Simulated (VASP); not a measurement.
Mg:

```
Mg
1.0
     3.20930    0.00000    0.00000
    -1.60465    2.77934    0.00000
     0.00000    0.00000    5.21030
Mg
2
Direct
  0.33333 0.66667 0.25000
  0.66667 0.33333 0.75000
```

| Quantity | Value |
| --- | --- |
| Program | VASP 6.6.1 |
| Task | relaxation of volume and atoms at fixed shape |
| Functional | PBEsol |
| Potentials or basis | VASP PAW PBE potentials, release 64 (Mg) |
| Cutoff | 600 eV |
| k mesh | 9 × 9 × 5 |
| Occupations | methfessel-paxton, width 0.1 eV |
| Spin | no spin polarisation |

At the start: pressure -1.2 GPa; volume 23.24 Å³/atom.

Question: Where does the relaxation end?

Answer: Over 3 steps the energy falls by 3.1 meV/atom and the volume is 22.45 Å³/atom (-3.4 %); space group P6_3/mmc (No. 194, to 0.1 Å) before and after.

Step by step:
| step | energy change (eV) | largest force (eV/Å) | pressure (GPa) | volume (Å³) |
| --- | --- | --- | --- | --- |
| 1 | 0.0000 | 0.0000 | -1.24 | 46.47 |
| 2 | -0.0059 | 0.0000 | -0.32 | 45.28 |
| 3 | -0.0063 | 0.0000 | 0.00 | 44.90 |

Final structure:
```
Mg
1.0
     3.17266    0.00000    0.00000
    -1.58633    2.74760    0.00000
     0.00000    0.00000    5.15082
Mg
2
Direct
  0.33333 0.66667 0.25000
  0.66667 0.33333 0.75000
```

Caveat: the PAW data sets were made with another functional, which shifts forces and pressure a little.
